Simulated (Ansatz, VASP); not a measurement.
Two plane-wave programs on Ge

File POSCAR:

```
Ge
1.0
    1.3622202750     -2.5355031000      0.0000000000
    1.3622202750      2.5355031000      0.0000000000
    0.0000000000      0.0000000000      2.6307752250
Ge
1
Direct
    0.5000000000      0.5000000000      0.0000000000
```

File INCAR.step1:

```
PREC = Accurate
ENCUT = 550
ISMEAR = 0
SIGMA = 0.15
LREAL = False
LASPH = True
NELM = 120
NBANDS = 13
GGA = PE
ALGO = Normal
EDIFF = 1E-5
LWAVE = True
LCHARG = False
GGA_COMPAT = False
```

File INCAR.step2:

```
PREC = Accurate
ENCUT = 550
EDIFF = 1E-6
ISMEAR = 0
SIGMA = 0.15
LREAL = False
LASPH = True
NELM = 120
ALGO = Normal
ISIF = 2
LWAVE = False
LCHARG = False
METAGGA = R2SCAN
LMIXTAU = True
NBANDS = 13
ISTART = 1
GGA_COMPAT = False
```

Contents of KPOINTS:

```
regular mesh
0
Gamma
  20 20 18
```

Input for Ansatz:

```yaml
crystal:
  lattice:
    - [1.362220275, -2.5355031, 0.0]
    - [1.362220275, 2.5355031, 0.0]
    - [0.0, 0.0, 2.630775225]
  atoms:
    - { symbol: Ge, position: [0.5, 0.5, 0.0] }
basis:
  ecutwfc: 500
kpoints:
  mp_grid: { grid: [20, 20, 18] }
hamiltonian:
  xc: r2scan
scf:
  occupations: { method: gaussian, width: 0.15 }
output:
  forces: true
  stress: true
  eigenvalues: true
```

Change from the starting cell: strain -0.025 along x and y, -0.025 along z, atoms carried along.

Alike in both runs: task single point; functional r2SCAN; k mesh 20 × 20 × 18; occupations gaussian, width 0.15 eV; no spin polarisation.

|  | VASP | Ansatz |
| --- | --- | --- |
| version | VASP 6.6.1 | Ansatz 0.2.0 |
| potentials or method | VASP PAW PBE potentials, release 64 (Ge_d), cutoff 550 eV | scalar-relativistic, plane waves, PAW |
| valence electrons in the cell | 14 | 14 |

|  | VASP | Ansatz | Ansatz less VASP |
| --- | --- | --- | --- |
| gap on the k mesh at the Fermi level (eV) | none | none | - |
| pressure (GPa) | 2.3 | 2.5 | +0.19 |
| traceless stress, the component that is largest in VASP (GPa) | 1.33 | 1.37 | +0.034 |

VASP's potentials were made for PBE, not for r2SCAN. A gap of «none» marks a metal or a gap that the smearing closes.
